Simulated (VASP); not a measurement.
Here is a VASP 6.6.1 calculation.

The input POSCAR:

```
Al3GaN4
1.0
    4.3364778507      0.0000000000      0.0000000000
    0.0000000000      4.3364778507      0.0000000000
    0.0000000000      0.0000000000      4.3364778507
Al Ga N
3 1 4
Direct
    0.5000000000      0.5000000000      0.0000000000
    0.5000000000      0.0000000000      0.5000000000
    0.0000000000      0.5000000000      0.5000000000
    0.0000000000      0.0000000000      0.0000000000
    0.7444174882      0.7444174882      0.2555825118
    0.7444174882      0.2555825118      0.7444174882
    0.2555825118      0.7444174882      0.7444174882
    0.2555825118      0.2555825118      0.2555825118
```

File INCAR.step1:

```
SYSTEM = Al3GaN4
PREC = Accurate
ENCUT = 910
ISMEAR = 0
SIGMA = 0.02
LREAL = .FALSE.
LASPH = .TRUE.
NELM = 120
NBANDS = 31
GGA = PE
ALGO = Normal
EDIFF = 1E-5
LWAVE = .TRUE.
LCHARG = .FALSE.
GGA_COMPAT = .FALSE.
```

Contents of INCAR.step2:

```
SYSTEM = Al3GaN4
PREC = Accurate
ENCUT = 910
EDIFF = 1E-6
ISMEAR = 0
SIGMA = 0.02
LREAL = .FALSE.
LASPH = .TRUE.
NELM = 120
ALGO = Normal
ISIF = 2
LWAVE = .FALSE.
LCHARG = .FALSE.
METAGGA = R2SCAN
LMIXTAU = .TRUE.
NBANDS = 31
ISTART = 1
GGA_COMPAT = .FALSE.
```

File KPOINTS:

```
regular mesh
0
G
  6 6 6
  0 0 0
```

Potentials or basis: VASP PAW PBE potentials, release 64 (Al, Ga_d, N_h).

Launch:

```sh
$ cat potpaw_PBE.64/Al/POTCAR potpaw_PBE.64/Ga_d/POTCAR potpaw_PBE.64/N_h/POTCAR > POTCAR
$ cp INCAR.step1 INCAR
$ mpirun -np 1 vasp_std > vasp.out
$ cp INCAR.step2 INCAR
$ mpirun -np 1 vasp_std > vasp.out
```

Predict the band gap on the k mesh.

4.05 eV.

Predict the pressure.

9.9 GPa.

What does it give for the largest force?

0.084 eV/Å.

Forces in eV/Å, atoms in the order of the input:
```
Al   0.000  0.000  0.000
Al   0.000  0.000  0.000
Al   0.000  0.000  0.000
Ga   0.000  0.000  0.000
N   -0.048 -0.048  0.048
N   -0.048  0.048 -0.048
N    0.048 -0.048 -0.048
N    0.048  0.048  0.048
```

Caveat: the cutoff is under 1.25 times the usual one of these potentials, so pressure, stress and relaxed cells hold a basis-set (Pulay) error; the cell stands under pressure; the PAW data sets were made with another functional, which shifts forces and pressure a little. A k mesh can miss the band edges.
